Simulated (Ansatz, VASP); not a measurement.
## Ba: VASP beside Ansatz

Contents of POSCAR:

```
Ba
1.0
    0.0000000000      3.7920592710      3.7920592710
    3.7920592710      0.0000000000      3.7920592710
    3.7920592710      3.7920592710      0.0000000000
Ba
2
Direct
    0.1250000000      0.1250000000      0.1250000000
    0.8750000000      0.8750000000      0.8750000000
```

Contents of INCAR.step1:

```
SYSTEM = Ba
PREC = Accurate ; ENCUT = 520
ISMEAR = -1 ; SIGMA = 0.1
LREAL = .False. ; LASPH = .True.
NELM = 60 ; NBANDS = 17
GGA = PE ; ALGO = Normal
EDIFF = 1E-4 ; LWAVE = .True.
LCHARG = .False.
```

The input INCAR.step2:

```
SYSTEM = Ba
PREC = Accurate ; ENCUT = 520
EDIFF = 1E-7 ; ISMEAR = -1
SIGMA = 0.1 ; LREAL = .False.
LASPH = .True. ; NELM = 60
ALGO = Normal ; ISIF = 2
LWAVE = .False. ; LCHARG = .False.
METAGGA = R2SCAN ; LMIXTAU = .True.
NBANDS = 17 ; ISTART = 1
```

The input KPOINTS:

```
Automatic mesh
0
Gamma
  8 8 8
  0 0 0
```

Input for Ansatz:

```yaml
crystal:
  lattice:
    - [0.0, 3.792059271, 3.792059271]
    - [3.792059271, 0.0, 3.792059271]
    - [3.792059271, 3.792059271, 0.0]
  atoms:
    - { symbol: Ba, position: [0.125, 0.125, 0.125] }
    - { symbol: Ba, position: [0.875, 0.875, 0.875] }
hamiltonian:
  xc: r2scan
  pseudopotentials:
    kind: paw
    azcp:
      Ba: "pseudopotentials/Ba.paw.azcp"
basis:
  ecutwfc: 500
  fft_grid_basis: typed
kpoints:
  mp_grid: { grid: [8, 8, 8], shift: [0, 0, 0] }
magnetization:
  spin_polarized: false
scf:
  occupations: { method: fermi_dirac, width: 0.1 }
  lower_state_search: "off"
output:
  stress: true
```

Alike in both runs: task single point; functional r2SCAN; k mesh 8 × 8 × 8; occupations fermi-dirac, width 0.1 eV; no spin polarisation.

|  | VASP | Ansatz |
| --- | --- | --- |
| version | VASP 6.6.1 | Ansatz 0.2.0 |
| potentials or method | VASP PAW PBE potentials, release 64 (Ba_sv), cutoff 520 eV | plane waves (500 eV) with PAW, scalar-relativistic |
| valence electrons in the cell | 20 | 20 |

```csv
,VASP,Ansatz,Ansatz less VASP
pressure (GPa),0.5,-0.1,-0.54
```

VASP's potentials were made for PBE, not for r2SCAN.

Spin-orbit coupling is off throughout.
